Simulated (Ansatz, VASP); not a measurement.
## Two plane-wave programs on AlNi

Contents of POSCAR:

```
AlNi
1.0
    2.8597112900      0.0000000000      0.0000000000
    0.0000000000      2.8597112900      0.0000000000
    0.0000000000      0.0000000000      2.8597112900
Al Ni
1 1
Direct
    0.5000000000      0.5000000000      0.5000000000
    0.0000000000      0.0000000000      0.0000000000
```

INCAR.step1

```
SYSTEM = AlNi
PREC = Accurate ; ENCUT = 660
ISMEAR = 0 ; SIGMA = 0.1
LREAL = .FALSE. ; LASPH = .TRUE.
NELM = 120 ; NBANDS = 14
GGA = PE ; ALGO = Normal
EDIFF = 1E-5 ; LWAVE = .TRUE.
LCHARG = .FALSE. ; GGA_COMPAT = .FALSE.
```

The input INCAR.step2:

```
SYSTEM = AlNi
PREC = Accurate ; ENCUT = 660
EDIFF = 1E-6 ; ISMEAR = 0
SIGMA = 0.1 ; LREAL = .FALSE.
LASPH = .TRUE. ; NELM = 120
ALGO = Normal ; ISIF = 2
LWAVE = .FALSE. ; LCHARG = .FALSE.
METAGGA = R2SCAN ; LMIXTAU = .TRUE.
NBANDS = 14 ; ISTART = 1
GGA_COMPAT = .FALSE.
```

File KPOINTS:

```
Automatic mesh
0
G
  6 6 6
  0 0 0
```

Input for Ansatz:

```yaml
crystal:
  lattice:
    - [2.85971129, 0.0, 0.0]
    - [0.0, 2.85971129, 0.0]
    - [0.0, 0.0, 2.85971129]
  atoms:
    - { symbol: Al, position: [0.5, 0.5, 0.5] }
    - { symbol: Ni, position: [0.0, 0.0, 0.0] }
basis:
  ecutwfc: 500
kpoints:
  mp_grid: { grid: [6, 6, 6] }
hamiltonian:
  xc: r2scan
scf:
  occupations: { method: gaussian, width: 0.1 }
output:
  forces: true
  stress: true
  eigenvalues: true
```

Alike in both runs: task single point; functional r2SCAN; k mesh 6 × 6 × 6; occupations gaussian, width 0.1 eV; no spin polarisation.

```csv
,VASP,Ansatz
version,VASP 6.6.1,Ansatz 0.2.0
potentials or method,"VASP PAW PBE potentials, release 64 (Al, Ni), cutoff 660 eV","scalar-relativistic, plane waves, PAW"
valence electrons in the cell,13,21
```

Ansatz gave:

```
gap on the k mesh at the Fermi level (eV) : none
pressure (GPa)                            : 1.0
```

Question: What did VASP give for the same quantities?

Answer: gap on the k mesh at the Fermi level (eV): none; pressure (GPa): 0.7.

VASP's potentials were made for PBE, not for r2SCAN. A gap of «none» marks a metal or a gap that the smearing closes. The functional is the same, so the differences come from potentials, cutoffs and numerics. VASP's potentials hold 13 valence electrons a cell and Ansatz's 21, so a difference there can come from the potentials and not from the codes.

The k mesh is coarse, so the values compare programs but aren't converged.
